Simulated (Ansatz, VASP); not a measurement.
## One calculation of Be2ZnTe2O, two programs

```
CELL_PARAMETERS angstrom
5.02680 0.00000 0.00000
-2.51340 4.35334 0.00000
0.00000 0.00000 5.28400
ATOMIC_POSITIONS crystal
Be 0.33333 0.66667 0.00000
Be 0.66667 0.33333 0.00000
Zn 0.00000 0.00000 0.50000
Te 0.33333 0.66667 0.50000
Te 0.66667 0.33333 0.50000
O 0.00000 0.00000 0.00000
```

Alike in both runs: task single point; functional PBE; k mesh 6 × 6 × 4; occupations gaussian, width 0.1 eV; no spin polarisation.

```csv
,VASP,Ansatz
version,VASP 6.6.1,Ansatz 0.2.0
potentials or method,"VASP PAW PBE potentials, release 64 (Be, Zn, Te, O), cutoff 520 eV","scalar-relativistic, plane waves, PAW"
valence electrons in the cell,34,54
```

VASP gave:

* gap on the k mesh at the Fermi level (eV): none
* pressure (GPa): -1.3
* traceless stress, the component that is largest in VASP (GPa): -8.32

**Question.** Which values does Ansatz return?

**Answer.** gap on the k mesh at the Fermi level (eV): none; pressure (GPa): -1.3; traceless stress, the component that is largest in VASP (GPa): -8.36.

A gap of «none» marks a metal or a gap that the smearing closes. VASP's potentials hold 34 valence electrons a cell and Ansatz's 54, so a difference there can come from the potentials and not from the codes.

Neither program's run includes spin-orbit coupling.
